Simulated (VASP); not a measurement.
A run of VASP 6.6.1 is set up as follows.

INCAR

```
ALGO = Normal
EDIFF = 1E-6
ENCUT = 520
GGA = PE
ISIF = 2
ISMEAR = -1
ISYM = 0
LASPH = T
LCHARG = T
LELF = T
LREAL = Auto
LVHAR = T
LWAVE = F
NBANDS = 119
NELM = 100
PREC = Accurate
SIGMA = 0.112
```

KPOINTS

```
Automatic mesh
0
Gamma
  1 1 1
  0.25 0.25 0.25
```

POSCAR

```
Co14NiW5
1.0
    6.4067140000     -0.0639040000     -0.2633820000
   -0.0639040000      6.1558140000      0.0545630000
   -0.2633820000      0.0545630000      6.6380590000
Co W Ni
14 5 1
Direct
    0.7987406377      0.9262766068      0.4894565529
    0.4753239746      0.2433653983      0.6028989849
    0.2271714094      0.5115803184      0.8452408307
    0.2954829144      0.3985603374      0.2050516926
    0.4347136221      0.5945252262      0.5040637125
    0.5441661580      0.0903028218      0.1873067682
    0.2672635042      0.8195283704      0.1383719955
    0.8676529859      0.1934530998      0.7808624174
    0.9548102459      0.5308734675      0.1080378742
    0.6119377479      0.3640621718      0.9590978423
    0.2884123224      0.9542720439      0.4833035785
    0.6634145417      0.6876845129      0.2330130417
    0.7770945682      0.5660233770      0.7223177420
    0.2780031354      0.1298385157      0.9237168038
    0.0438487464      0.6240143228      0.4329125241
    0.0831364336      0.8544274967      0.7656104763
    0.6066711845      0.9086359202      0.8246246935
    0.9215357357      0.0029133309      0.1300496071
    0.6941531435      0.3556187298      0.3801368470
    0.0752308633      0.2366308555      0.5104561689
```

Potentials or basis: VASP PAW PBE potentials, release 64 (Co, W_sv, Ni).

Command:

```bash
$ cat potpaw_PBE.64/Co/POTCAR potpaw_PBE.64/W_sv/POTCAR potpaw_PBE.64/Ni/POTCAR > POTCAR
$ mpirun -np 1 vasp_std > vasp.out
```

Task: Predict the largest force.

Result: 2.781 eV/Å.

Task: Estimate the pressure.

Result: -6.8 GPa.

Stress tensor (GPa, compression positive):
```
-11.40   0.45  -1.33
  0.45  -1.10   2.04
 -1.33   2.04  -7.86
```

Caveat: the k points lie up to 1.02 Å⁻¹ apart, too coarse for converged energies, forces and pressures; the atoms stand as in a frame of molecular dynamics; spin-orbit coupling is left out, which moves the levels of the heavy elements; the run has no spin polarisation, though such a crystal can be magnetic. Spin polarisation is off, so any magnetic state and its effect on volume and gap are missing.
